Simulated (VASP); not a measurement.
Here is a VASP 6.6.1 calculation.

The input INCAR:

```
SYSTEM = HfN
  PREC = Accurate
  ENCUT = 600
  EDIFF = 1E-6
  ISMEAR = 0
  SIGMA = 0.1
  LREAL = .False.
  LASPH = .True.
  NELM = 100
  ALGO = Normal
  ISIF = 3
  LWAVE = .False.
  LCHARG = .False.
  GGA = PE
  IBRION = 2
  NSW = 70
  EDIFFG = -0.008
  PSTRESS = 150.0
```

The input KPOINTS:

```
regular mesh
0
Gamma
  16 16 16
  0 0 0
```

The input POSCAR:

```
HfN
1.0
    0.0000000000      2.2349028604      2.2349028604
    2.2349028604      0.0000000000      2.2349028604
    2.2349028604      2.2349028604      0.0000000000
Hf N
1 1
Direct
    0.0000000000      0.0000000000      0.0000000000
    0.5000000000      0.5000000000      0.5000000000
```

Potentials or basis: VASP PAW PBE potentials, release 64 (Hf_pv, N).

Command:

```bash
$ cat potpaw_PBE.64/Hf_pv/POTCAR potpaw_PBE.64/N/POTCAR > POTCAR
$ mpirun -np 1 vasp_std > vasp.out
```

Question: What does it give for the band gap on the k mesh?

Answer: Zero (an odd number of electrons rules out a gap without spin polarisation).

Question: Predict the space group after relaxing (to 0.1 Å).

Answer: Fm-3m (No. 225).

Question: What does it give for the relaxed volume?

Answer: 11.08 Å³/atom.

Question: What does it give for the relaxed cell?

Answer: a = 3.153 Å, b = 3.153 Å, c = 3.153 Å, α = 60.00°, β = 60.00°, γ = 60.00°.

Final structure:
```
Hf N
1.0
     0.00000    2.22968    2.22968
     2.22968    0.00000    2.22968
     2.22968    2.22968    0.00000
Hf N
1 1
Direct
  0.00000 0.00000 0.00000
  0.50000 0.50000 0.50000
```

Caveat: the cell is relaxed towards a set pressure, so the run minimises the enthalpy, not the energy; spin-orbit coupling is left out, which moves the levels of the heavy elements.
